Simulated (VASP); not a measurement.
Wanted: the native input for a VASP 6.6.1 run.

* Task: single point
* Functional: PBE
* Potentials or basis: VASP PAW PBE potentials, release 64 (Si, C)
* Cutoff: 520 eV
* k mesh: 12 × 12 × 12
* Occupations: gaussian, width 0.05 eV
* Spin: no spin polarisation
* Dipole correction: no
* Further INCAR settings: ALGO = Normal; EDIFF = 1e-06; NBANDS = 11

The structure of SiC lies in POSCAR:

```
SiC
1.0
    0.0000000000      2.1060795125      2.1060795125
    2.1060795125      0.0000000000      2.1060795125
    2.1288251713      2.1288251713     -0.0227456587
Si C
1 1
Direct
    0.0000000000      0.0000000000      0.0000000000
    0.7500000000      0.7500000000      0.7500000000
```

The input as run:

INCAR

```
SYSTEM = SiC
PREC     = Accurate       ! precision mode
ENCUT    = 520            ! plane-wave cutoff, eV
EDIFF    = 1E-6           ! SCF threshold, eV
ISMEAR   = 0              ! smearing method
SIGMA    = 0.05           ! smearing width, eV
LREAL    = .FALSE.        ! projectors in reciprocal space
LASPH    = .TRUE.         ! aspherical terms in the spheres
NELM     = 100            ! most SCF steps
ALGO     = Normal         ! electronic algorithm
ISIF     = 2              ! what is computed and relaxed
LWAVE    = .FALSE.        ! write WAVECAR
LCHARG   = .FALSE.        ! write CHGCAR
GGA      = PE             ! functional
NBANDS   = 11             ! bands
```

KPOINTS

```
regular mesh
0
G
  12 12 12
  0 0 0
```

Potentials or basis: VASP PAW PBE potentials, release 64 (Si, C).

Command:

```console
$ cat potpaw_PBE.64/Si/POTCAR potpaw_PBE.64/C/POTCAR > POTCAR
$ mpirun -np 1 vasp_std > vasp.out
```

Results of the run:

| Property | Result |
| --- | --- |
| Pressure | 26.1 GPa |
| Largest force | 0.234 eV/Å |
| Band gap on the k mesh | 1.23 eV, indirect (least direct gap 4.53 eV) |

It took 38 s on 1 thread of AMD EPYC 7R43 64-Core Processor (Zen 3) (shared host), peak memory 0.12 GiB.
